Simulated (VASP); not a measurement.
# Y (P6_3/mmc) in VASP: a series of runs

Y is run at these levels: revPBE, RPBE, r2SCAN; tasks: single point.

Everything below comes from runs of VASP 6.6.1. Logs are shortened: lines on timing, memory, paths and dates and some standing lists are left out, and cuts for length are marked.

## Step 1: The cell of the first run

Symmetry: P6_3/mmc, No. 194, hexagonal system. Conventional cell: a = 3.631 Å, b = 3.631 Å, c = 11.710 Å, α = 90.00°, β = 90.00°, γ = 120.00°. Within 4.7 Å of Y (site symmetry -6m2) lie 12 Y at 3.60 to 3.63 Å. Y (site symmetry -3m) has 12 Y at 3.60 to 3.63 Å within 4.7 Å.

## Step 2: Single point, revPBE

INCAR reads:

```
PREC     = Accurate       # precision mode
ENCUT    = 520            # plane-wave cutoff, eV
EDIFF    = 1E-7           # SCF threshold, eV
ISMEAR   = -1             # smearing method
SIGMA    = 0.05           # smearing width, eV
LREAL    = F              # projectors in reciprocal space
LASPH    = T              # aspherical terms in the spheres
NELM     = 60             # most SCF steps
ALGO     = Normal         # electronic algorithm
ISIF     = 2              # what is computed and relaxed
LWAVE    = F              # write WAVECAR
LCHARG   = T              # write CHGCAR
GGA      = RE             # functional
LELF     = T              # ELF
LVHAR    = T            
NBANDS   = 30             # bands
```

KPOINTS reads:

```
regular mesh
0
Gamma
  8 8 3
```

POSCAR reads:

```
Y
1.0
    3.6312846459      0.0000000000      0.0000000000
   -1.8156423230      3.1447847517      0.0000000000
    0.0000000000      0.0000000000     11.7097202610
Y
4
Direct
    0.6666666667      0.3333333333      0.7500000000
    0.0000000000      0.0000000000      0.5000000000
    0.3333333333      0.6666666667      0.2500000000
    0.0000000000      0.0000000000      0.0000000000
```

Potentials or basis: VASP PAW PBE potentials, release 64 (Y_sv).

Launch:

```
cat potpaw_PBE.64/Y_sv/POTCAR > POTCAR
mpirun -np 1 vasp_std > vasp.out
```

OUTCAR:

```text
PREC = Accurate
   ENCUT = 520
   EDIFF = 1E-7
   ISMEAR = -1
   LREAL = F
   LASPH = T
   NELM = 60
   ISIF = 2
   GGA = RE

 ion  position               nearest neighbor table
   1  0.667  0.333  0.750-   2 3.60   4 3.60   2 3.60   4 3.60   2 3.60   4 3.60
   2  0.000  0.000  0.500-   1 3.60   3 3.60   1 3.60   3 3.60   1 3.60   3 3.60
   3  0.333  0.667  0.250-   2 3.60   4 3.60   2 3.60   4 3.60   2 3.60   4 3.60
   4  0.000  0.000  0.000-   1 3.60   3 3.60   1 3.60   3 3.60   1 3.60   3 3.60

  LATTYP: Found a hexagonal cell.
 ALAT       =     3.6312846459
 C/A-ratio  =     3.2246770504

  Lattice vectors:

 A1 = (   3.6312846459,   0.0000000000,   0.0000000000)
 A2 = (  -1.8156423230,   3.1447847517,   0.0000000000)
 A3 = (   0.0000000000,   0.0000000000,  11.7097202610)

Analysis of symmetry for initial positions (statically):
=====================================================================
 Subroutine PRICEL returns:
 Original cell was already a primitive cell.

 Routine SETGRP: Setting up the symmetry group for a
 hexagonal supercell.

 Subroutine GETGRP returns: Found 24 space group operations
 (whereof 12 operations were pure point group operations)
 out of a pool of 24 trial point group operations.

The static configuration has the point symmetry D_3d.
 The point group associated with its full space group is D_6h.

Analysis of symmetry for dynamics (positions and initial velocities):
=====================================================================
 Subroutine PRICEL returns:
 Original cell was already a primitive cell.

 Routine SETGRP: Setting up the symmetry group for a
 hexagonal supercell.

 Subroutine GETGRP returns: Found 24 space group operations
 (whereof 12 operations were pure point group operations)
 out of a pool of 24 trial point group operations.

The dynamic configuration has the point symmetry D_3d.
 The point group associated with its full space group is D_6h.

 Subroutine INISYM returns: Found 24 space group operations
 (whereof 12 operations are pure point group operations),
 and found     1 'primitive' translations

----------------------------------------------------------------------------------------

                                     Primitive cell

  volume of cell :     133.7204

  direct lattice vectors                    reciprocal lattice vectors
     3.631284646  0.000000000  0.000000000     0.275384636  0.158993394  0.000000000
    -1.815642323  3.144784752  0.000000000     0.000000000  0.317986787  0.000000000
     0.000000000  0.000000000 11.709720261     0.000000000  0.000000000  0.085399137

  length of vectors
     3.631284646  3.631284646 11.709720261     0.317986787  0.317986787  0.085399137

  position of ions in fractional coordinates (direct lattice)
     0.666666667  0.333333333  0.750000000
     0.000000000  0.000000000  0.500000000
     0.333333333  0.666666667  0.250000000
     0.000000000  0.000000000  0.000000000

  ion indices of the primitive-cell ions
   primitive index   ion index
                 1           1
                 2           2
                 3           3
                 4           4

----------------------------------------------------------------------------------------

 KPOINTS: regular mesh

Automatic generation of k-mesh.
 Grid dimensions read from file:
 generate k-points for:    8    8    3

 Generating k-lattice:

  Cartesian coordinates                     Fractional coordinates (reciprocal lattice)
     0.034423079  0.019874174  0.000000000     0.125000000 -0.000000000  0.000000000
     0.000000000  0.039748348  0.000000000     0.000000000  0.125000000  0.000000000
     0.000000000  0.000000000  0.028466379     0.000000000  0.000000000  0.333333333

  Length of vectors
     0.039748348  0.039748348  0.028466379

  Shift w.r.t. Gamma in fractional coordinates (k-lattice)
     0.000000000  0.000000000  0.000000000

 Subroutine IBZKPT returns following result:
 ===========================================

 Found     20 irreducible k-points:

 Following reciprocal coordinates:
            Coordinates               Weight
  0.000000  0.000000  0.000000      1.000000
  0.125000  0.000000  0.000000      6.000000
  0.250000  0.000000  0.000000      6.000000
  0.375000  0.000000  0.000000      6.000000
  0.500000  0.000000  0.000000      3.000000
  0.125000  0.125000  0.000000      6.000000
[... 12 lines left out ...]
  0.250000  0.250000  0.333333     12.000000
  0.375000  0.250000  0.333333     12.000000
   k-points           NKPTS =     20   k-points in BZ     NKDIM =     20   number of bands    NBANDS=     30
   number of dos      NEDOS =    301   number of ions     NIONS =      4
   total plane-waves  NPLWV =  70560
   dimension x,y,z NGX =    28 NGY =   28 NGZ =   90
   dimension x,y,z NGXF=    56 NGYF=   56 NGZF=  180
   ions per type =               4
   NGX,Y,Z   is equivalent  to a cutoff of  12.82, 12.82, 12.78 a.u.
   NGXF,Y,Z  is equivalent  to a cutoff of  25.64, 25.64, 25.56 a.u.
 SYSTEM =  unknown system
   PREC   = accura    normal or accurate (medium, high low for compatibility)
   ISTART =      0    job   : 0-new  1-cont  2-samecut
   ICHARG =      2    charge: 1-file 2-atom 10-const
   ISPIN  =      1    spin polarized calculation?
   LNONCOLLINEAR =      F non collinear calculations
   LSORBIT =      F    spin-orbit coupling
   LASPH  =      T    aspherical Exc in radial PAW
   ENCUT  =  520.0 eV  38.22 Ry    6.18 a.u.   6.75  6.75 21.77*2*pi/ulx,y,z
   NELM   =     60;   NELMIN=  2; NELMDL= -5     # of ELM steps
   EDIFF  = 0.1E-06   stopping-criterion for ELM
   LREAL  =      F    real-space projection
   EDIFFG = 0.1E-05   stopping-criterion for IOM
   NSW    =      0    number of steps for IOM
   IBRION =     -1    ionic relax: 0-MD 1-quasi-New 2-CG
   NFREE  =      0    steps in history (QN), initial steepest desc. (CG)
   ISIF   =      2    stress and relaxation
   ISYM   =      2    0-nonsym 1-usesym 2-fastsym
   POTIM  = 0.5000    time-step for ionic-motion
   TEBEG  =    0.0;   TEEND  =   0.0 temperature during run
   PSTRESS=    0.0 pullay stress
   NELECT =      44.0000    total number of electrons
   NUPDOWN=      -1.0000    fix difference up-down
   EMIN   =  10.00;   EMAX   =-10.00  energy-range for DOS
   EFERMI =   0.00;   METHOD = LEGACY
   ISMEAR =    -1;   SIGMA  =   0.05  broadening in eV -4-tet -1-fermi 0-gaus
   EFERMI_NEDOS =   21; number of points for ismear=-14 and -15
   IALGO  =     38    algorithm
   IMIX   =      4    mixing-type and parameters
     AMIX     =   0.40;   BMIX     =  1.00
     AMIX_MAG =   1.60;   BMIX_MAG =  1.00
  volume/ion in A,a.u.               =      33.43       225.60
  Fermi-wavevector in a.u.,A,eV,Ry     =   1.130212  2.135790 17.379790  1.277379
  Thomas-Fermi vector in A             =   2.266908
   LORBIT       =      0    0 simple, 1 ext, 2 COOP (PROOUT), +10 PAW based schemes
   GGA     = RE    functional components
   LHFCALC =     F    Hartree Fock is set to
   AEXX    =    0.0000 exact exchange contribution
   IVDW    =     0    specifies the selected vdW correction
   LEPSILON=     F    determine dielectric tensor
   LRPA    =     F    only Hartree local field effects (RPA)
 non-spin polarized calculation
  energy-cutoff  :      520.00
  volume of cell :      133.72
 maximum number of plane-waves:      3614
 NGX is ok and might be reduce to    28
   NGX = 13   NGY = 13   NGZ = 43

 number of electron      43.9999998 magnetization

 Free energy of the ion-electron system (eV)
  ---------------------------------------------------
  ext. energy  EPLUGINS =         0.00000000
  ---------------------------------------------------
  free energy    TOTEN  =       -24.65831795 eV

  energy without entropy =      -24.59757592  energy(sigma->0) =      -24.62794693

 E-fermi :   3.0168     XC(G=0):  -9.2905

 val. band max:        3.0112425491   @ k =   0.2500   0.2500   0.3333
 cond. band min:       3.0337094987   @ k =   0.2500   0.1250   0.0000
 fundamental gap:      0.0224669496
 Fermi energy:         3.0167566765

 k-point     1 :       0.0000    0.0000    0.0000
  band No.  band energies     occupation
      1     -39.7549      2.00000
      2     -39.7320      2.00000
      3     -39.7152      2.00000
      4     -39.6921      2.00000
      5     -19.9886      2.00000
      6     -19.7472      2.00000
[... 22 lines left out ...]
     29       5.0446      0.00000
     30       5.0446      0.00000

 k-point     2 :       0.1250    0.0000    0.0000
  band No.  band energies     occupation
      1     -39.7477      2.00000
      2     -39.7268      2.00000
      3     -39.7099      2.00000
      4     -39.6888      2.00000
      5     -19.9633      2.00000
      6     -19.7563      2.00000
[... 22 lines left out ...]
     29       5.0589      0.00000
     30       5.2942      0.00000

 k-point     3 :       0.2500    0.0000    0.0000
  band No.  band energies     occupation
      1     -39.7295      2.00000
      2     -39.7140      2.00000
      3     -39.6971      2.00000
      4     -39.6815      2.00000
      5     -19.8990      2.00000
      6     -19.8079      2.00000
[... 22 lines left out ...]
     29       5.0425      0.00000
     30       5.4947      0.00000

 k-point     4 :       0.3750    0.0000    0.0000
  band No.  band energies     occupation
      1     -39.7097      2.00000
      2     -39.7012      2.00000
      3     -39.6843      2.00000
      4     -39.6757      2.00000
      5     -19.9221      2.00000
      6     -19.9210      2.00000
[... 22 lines left out ...]
     29       4.7600      0.00000
     30       5.8195      0.00000

 k-point     5 :       0.5000    0.0000    0.0000
  band No.  band energies     occupation
      1     -39.7004      2.00000
      2     -39.6959      2.00000
      3     -39.6789      2.00000
      4     -39.6744      2.00000
      5     -19.9734      2.00000
      6     -19.9639      2.00000
[... 22 lines left out ...]
     29       4.8464      0.00000
     30       5.8316      0.00000
[... 394 lines left out ...]
     29       5.0414      0.00000
     30       5.3384      0.00000

 k-point    18 :       0.3750    0.1250    0.3333
  band No.  band energies     occupation
      1     -39.6995      2.00000
      2     -39.6973      2.00000
      3     -39.6776      2.00000
      4     -39.6753      2.00000
      5     -19.9315      2.00000
      6     -19.9202      2.00000
[... 22 lines left out ...]
     29       4.9828      0.00000
     30       5.2985      0.00000

 k-point    19 :       0.2500    0.2500    0.3333
  band No.  band energies     occupation
      1     -39.6996      2.00000
      2     -39.6973      2.00000
      3     -39.6776      2.00000
      4     -39.6753      2.00000
      5     -19.8860      2.00000
      6     -19.8799      2.00000
[... 22 lines left out ...]
     29       5.2013      0.00000
     30       5.2187      0.00000

 k-point    20 :       0.3750    0.2500    0.3333
  band No.  band energies     occupation
      1     -39.6929      2.00000
      2     -39.6924      2.00000
      3     -39.6749      2.00000
      4     -39.6745      2.00000
      5     -19.8927      2.00000
      6     -19.8870      2.00000
[... 22 lines left out ...]
     29       5.3111      0.00000
     30       5.4596      0.00000

------------------------ aborting loop because EDIFF is reached ----------------------------------------

  FORCE on cell =-STRESS in cart. coord.  units (eV):
  Direction    XX          YY          ZZ          XY          YZ          ZX
  --------------------------------------------------------------------------------------
  -------------------------------------------------------------------------------------
  Total       -0.0560343     -0.0560343     -0.1078489      0.0000000      0.0000000      0.0000000
  in kB       -0.6713769     -0.6713769     -1.2921970      0.0000000      0.0000000      0.0000000
  external PRESSURE =      -0.8783169 kB  Pullay stress =       0.0000000 kB

 VOLUME and BASIS-vectors are now :
 -----------------------------------------------------------------------------
  energy-cutoff  :      520.00
  volume of cell :      133.72
      direct lattice vectors                 reciprocal lattice vectors
     3.631284646  0.000000000  0.000000000     0.275384636  0.158993394  0.000000000
    -1.815642323  3.144784752  0.000000000     0.000000000  0.317986787  0.000000000
     0.000000000  0.000000000 11.709720261     0.000000000  0.000000000  0.085399137

 POSITION                                       TOTAL-FORCE (eV/Angst)
 -----------------------------------------------------------------------------------
      1.81564      1.04826      8.78229        -0.000000      0.000000     -0.000000
      0.00000      0.00000      5.85486        -0.000000      0.000000      0.000000
     -0.00000      2.09652      2.92743         0.000000     -0.000000     -0.000000
      0.00000      0.00000      0.00000        -0.000000      0.000000      0.000000
 -----------------------------------------------------------------------------------
    total drift:                                0.000000     -0.000000      0.000000

  FREE ENERGIE OF THE ION-ELECTRON SYSTEM (eV)
  ---------------------------------------------------
  free  energy   TOTEN  =       -24.6583179479 eV

  energy  without entropy=      -24.5975759219  energy(sigma->0) =      -24.62794693
```

Wall time 52 s (1 thread of Intel Xeon 6975P-C (Granite Rapids), shared host); peak memory 0.27 GiB.

What came out:

```
Free energy            : -24.6583 eV
Pressure               : -0.1 GPa
Band gap on the k mesh : zero (bands 22 and 23 overlap by 1.07 eV)
```

Levels at points of the mesh, in eV from the Fermi level:
```
           k point  band 19  band 20  band 21  band 22  band 23  band 24  band 25  band 26
(0.00, 0.00, 0.00)    -3.32    -1.89     0.62     0.77     0.83     1.62     1.62     1.68
(0.50, 0.00, 0.00)    -1.27    -1.19    -0.52    -0.42    -0.30     0.36     0.79     1.30
```

Caveat: the PAW data sets were made with another functional, which shifts forces and pressure a little.

[end of part 1 of 2]
